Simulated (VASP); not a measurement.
Here is a VASP 6.6.1 calculation.

INCAR

```
SYSTEM = W16N
ALGO = Fast
DIPOL = 0.5 0.5 0.471
EDIFF = 1E-6
ENCUT = 520
GGA = PE
IDIPOL = 3
ISIF = 2
ISMEAR = 0
IVDW = 12
LASPH = .TRUE.
LCHARG = .FALSE.
LDIPOL = .TRUE.
LREAL = Auto
LWAVE = .FALSE.
NBANDS = 128
NELM = 100
PREC = Accurate
SIGMA = 0.1
```

KPOINTS

```
k-points
0
G
  6 6 1
  0 0 0
```

POSCAR

```
W16N
1.0
    5.4723966476      0.0000000000      0.0000000000
   -1.8241322159      5.1594250385      0.0000000000
    0.0000000000      0.0000000000     25.7022897284
W N
16 1
Direct
    0.2500000000      0.2500000000      0.3307098351
    0.2500000000      0.7500000000      0.3307098351
    0.7500000000      0.2500000000      0.3307098351
    0.7500000000      0.7500000000      0.3307098351
    0.5000000000      0.5000000000      0.4176319187
    0.5000000000      0.0000000000      0.4176319187
    0.0000000000      0.5000000000      0.4176319187
    0.0000000000      0.0000000000      0.4176319187
    0.7500000000      0.7500000000      0.5045199644
    0.7500000000      0.2500000000      0.5059853659
    0.2500000000      0.7500000000      0.5059853659
    0.2500000000      0.2500000000      0.5032610001
    0.0051194297      0.0051194297      0.5912989420
    0.0002410946      0.4997589054      0.5902059907
    0.4997589054      0.0002410946      0.5902059907
    0.4948805703      0.4948805703      0.5912989420
    0.7500000000      0.7500000000      0.6345477484
```

Potentials or basis: VASP PAW PBE potentials, release 64 (W_sv, N).

Command:

```bash
$ cat potpaw_PBE.64/W_sv/POTCAR potpaw_PBE.64/N/POTCAR > POTCAR
$ mpirun -np 1 vasp_std > vasp.out
```

(1) Estimate the band gap on the k mesh.

(2) Estimate the dispersion energy per atom.

Answers

(1) zero (an odd number of electrons rules out a gap without spin polarisation).

(2) -0.482 eV.

Caveat: spin-orbit coupling is left out, which moves the levels of the heavy elements.
